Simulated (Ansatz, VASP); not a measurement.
## BaZrO3 in VASP and in Ansatz

INCAR

```
SYSTEM = BaZrO3
  PREC = Accurate
  ENCUT = 600
  EDIFF = 1E-6
  ISMEAR = 0
  SIGMA = 0.02
  LREAL = .False.
  LASPH = .True.
  NELM = 80
  ALGO = Normal
  ISIF = 3
  LWAVE = .False.
  LCHARG = .False.
  GGA = PE
  IBRION = 2
  NSW = 100
  EDIFFG = -0.01
```

The input KPOINTS:

```
Automatic mesh
0
Gamma
  6 6 6
  0 0 0
```

File POSCAR:

```
BaZrO3
1.0
    4.2267268713      0.0000000000      0.0000000000
    0.0000000000      4.2267268713      0.0000000000
    0.0000000000      0.0000000000      4.2267268713
Ba Zr O
1 1 3
Direct
    0.5000000000      0.5000000000      0.5000000000
    0.0000000000      0.0000000000      0.0000000000
    0.5000000000      0.0000000000      0.0000000000
    0.0000000000      0.5000000000      0.0000000000
    0.0000000000      0.0000000000      0.5000000000
```

Input for Ansatz:

```yaml
crystal:
  lattice:
    - [4.2267268713, 0.0, 0.0]
    - [0.0, 4.2267268713, 0.0]
    - [0.0, 0.0, 4.2267268713]
  atoms:
    - { symbol: Ba, position: [0.5, 0.5, 0.5] }
    - { symbol: Zr, position: [0.0, 0.0, 0.0] }
    - { symbol: O, position: [0.5, 0.0, 0.0] }
    - { symbol: O, position: [0.0, 0.5, 0.0] }
    - { symbol: O, position: [0.0, 0.0, 0.5] }
basis:
  ecutwfc: 420
kpoints:
  mp_grid: { grid: [6, 6, 6] }
hamiltonian:
  xc: pbe
scf:
  occupations: { method: gaussian, width: 0.02 }
output:
  forces: true
  stress: true
  eigenvalues: true
  write_density: true
  write_potential: true
  elf: true
  volumetric_format: npy
relax:
  adjacent_minimum: "off"
  f_tol: 0.01
  max_steps: 80
  cell: { stress_tol: 0.05 }
```

Alike in both runs: task relaxation of cell and atoms; functional PBE; k mesh 6 × 6 × 6; occupations gaussian, width 0.02 eV; no spin polarisation.

|  | VASP | Ansatz |
| --- | --- | --- |
| version | VASP 6.6.1 | Ansatz 0.2.0 |
| potentials or method | VASP PAW PBE potentials, release 64 (Ba_sv, Zr_sv, O), cutoff 600 eV | scalar-relativistic, plane waves, PAW |
| valence electrons in the cell | 40 | 40 |

```csv
,VASP,Ansatz,Ansatz less VASP
"gap on the k mesh at the Fermi level, each at its own relaxed structure (eV)",3.12,3.18,+0.057
relaxed volume (Å³/atom),15.19,15.11,-0.077
relaxed cell length with the largest relative difference (Å),4.235,4.227,-0.0072
```

Neither program's run includes spin-orbit coupling.
